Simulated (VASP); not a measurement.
**AgCl: single point with LDA**

Crystal: AgCl.

```
Ag Cl
1.0
     0.00000    2.68996    2.77315
     2.77315    0.00000    2.77315
     2.77315    2.68996    0.00000
Ag Cl
1 1
Cartesian
  2.7731 2.6900 2.7731
  0.0000 0.0000 0.0000
```

This cell differs from its parent crystal: strain -0.0300 x Voigt [0, 1, 0, 0, 0, 0].

| Quantity | Value |
| --- | --- |
| Program | VASP 6.6.1 |
| Task | single point |
| Functional | LDA |
| Potentials or basis | VASP PAW LDA potentials, release 64 (Ag, Cl) |
| Cutoff | 520 eV |
| k mesh | 8 × 8 × 8 |
| Occupations | gaussian, width 0.05 eV |
| Spin | no spin polarisation |

| Item | Value |
| --- | --- |
| Pressure | -4.2 GPa |
| Band gap on the k mesh | 0.55 eV (least direct gap 3.04 eV) |

Stress tensor (GPa, compression positive):
```
-4.35  0.00  0.00
 0.00 -3.89  0.00
 0.00  0.00 -4.35
```

Levels at points of the mesh, in eV from the valence-band top:
| k point | band 6 | band 7 | band 8 | band 9 | band 10 | band 11 | band 12 | band 13 |
| --- | --- | --- | --- | --- | --- | --- | --- | --- |
| (0.00, 0.00, 0.00) | -2.69 | -2.61 | -2.49 | -2.49 | 0.55 | 10.62 | 10.62 | 10.69 |
| (0.50, 0.00, 0.00) | -2.33 | -2.00 | -0.19 | 0.00 | 3.79 | 6.43 | 7.14 | 7.47 |
| (0.50, 0.50, 0.00) | -2.52 | -2.22 | -2.20 | -2.10 | 1.99 | 7.79 | 8.29 | 11.12 |
| (0.50, 0.00, 0.50) | -2.47 | -2.21 | -2.21 | -2.10 | 1.96 | 7.58 | 8.59 | 11.14 |

It took 39 s on 1 thread of Intel Xeon 8259CL, with other jobs on the host, peak memory 0.17 GiB.

Caveat: the cell differs from its parent crystal (strain -0.0300 x Voigt [0, 1, 0, 0, 0, 0]); the cell stands under tension; semilocal functionals underestimate gaps, and a narrow one can read as zero. A k mesh can miss the band edges.
